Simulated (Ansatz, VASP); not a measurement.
**One calculation of TaMo2C3, two programs**

```
Ta Mo C
1.0
    -2.15869    2.15869    4.18120
     2.15869   -2.15869    4.18120
     2.15869    2.15869   -4.18120
Ta Mo C
1 2 3
Cartesian
  0.0000 0.0000 7.2658
  0.0000 2.1587 1.0519
  2.1587 0.0000 1.0519
  0.0000 0.0000 5.1437
  0.0000 2.1587 3.0323
  2.1587 0.0000 3.0323
```

Alike in both runs: functional PBE; k mesh 6 × 6 × 6; occupations gaussian, width 0.1 eV; no spin polarisation.

Ansatz relaxed the structure, and its values are those at the end. VASP's run is a single point on that final structure, the one shown.

```csv
,VASP,Ansatz
version,VASP 6.6.1,Ansatz 0.2.0
potentials or method,"VASP PAW PBE potentials, release 64 (Ta_pv, Mo_sv, C), cutoff 520 eV","scalar-relativistic, plane waves, PAW"
valence electrons in the cell,51,53
```

```tsv
	VASP	Ansatz	Ansatz less VASP
gap on the k mesh at the Fermi level (eV)	none	none	-
pressure (GPa)	0.5	0.1	-0.41
rms of the force components (eV/Å)	0.012	0.001	-0.0105
```

A gap of «none» marks a metal or a gap that the smearing closes. VASP's potentials hold 51 valence electrons a cell and Ansatz's 53, so a difference there can come from the potentials and not from the codes.

Spin-orbit coupling is off throughout.
